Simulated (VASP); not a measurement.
Input of a VASP 6.6.1 run:

INCAR

```
  PREC = Accurate
  ENCUT = 520
  EDIFF = 1E-6
  ISMEAR = 0
  SIGMA = 0.05
  LREAL = False
  LASPH = True
  NELM = 60
  ALGO = Normal
  ISIF = 2
  LWAVE = False
  LCHARG = False
  GGA = PE
  IVDW = 12
  NBANDS = 20
```

The input KPOINTS:

```
Automatic mesh
0
Gamma
  12 12 12
```

The input POSCAR:

```
WS2
1.0
    1.6101500000      0.9296205359      6.9092666667
   -1.6101500000      0.9296205359      6.9092666667
    0.0000000000     -1.8592410719      6.9092666667
W S
1 2
Direct
    0.9993440419      0.9993440419      0.9993440419
    0.7527816504      0.7527816504      0.7527816504
    0.5791743077      0.5791743077      0.5791743077
```

Potentials or basis: VASP PAW PBE potentials, release 64 (W_sv, S).

The run is started by

```sh
$ cat potpaw_PBE.64/W_sv/POTCAR potpaw_PBE.64/S/POTCAR > POTCAR
$ mpirun -np 1 vasp_std > vasp.out
```

(1) What does it give for the pressure?

(2) What does it give for the band gap on the k mesh?

## Answers

(1) -20.5 GPa.

(2) 0.96 eV (least direct gap 1.69 eV).

Caveat: the stress differs along the axes, from -34 to -14 GPa; spin-orbit coupling is left out, which moves the levels of the heavy elements; forces of over 1 eV/Å act on the atoms, so gaps and moduli don't describe the material at rest.
